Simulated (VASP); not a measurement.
Input of a VASP 6.6.1 run:

The input INCAR:

```
SYSTEM = P
PREC = Accurate
ENCUT = 600
EDIFF = 1E-6
ISMEAR = 0
SIGMA = 0.1
LREAL = .False.
LASPH = .True.
NELM = 60
ALGO = Normal
ISIF = 4
LWAVE = .False.
LCHARG = .False.
GGA = PS
IVDW = 12
IBRION = 2
NSW = 50
EDIFFG = -0.01
```

File KPOINTS:

```
regular mesh
0
Gamma
  18 18 18
  0 0 0
```

Contents of POSCAR:

```
P
1.0
    2.3663329078      0.0000000000      0.0000000000
    0.0000000000      2.3663329078      0.0000000000
    0.0000000000      0.0000000000      2.3664988031
P
1
Direct
    0.0000000000      0.0000000000      0.0000000000
```

Potentials or basis: VASP PAW PBE potentials, release 64 (P).

Launch:

```bash
$ cat potpaw_PBE.64/P/POTCAR > POTCAR
$ mpirun -np 1 vasp_std > vasp.out
```

Q: Estimate the band gap on the k mesh.

A: Zero (an odd number of electrons rules out a gap without spin polarisation).

Q: Estimate the dispersion energy per atom.

A: -0.428 eV.

Final structure:
```yaml
crystal:
  lattice:
    - [2.36633, 0.00000, 0.00000]
    - [0.00000, 2.36633, 0.00000]
    - [0.00000, 0.00000, 2.36650]
  atoms:
    - { symbol: P, position: [0.00000, 0.00000, 0.00000] }
```

Caveat: the relaxation stopped at its first step, so nothing moved.
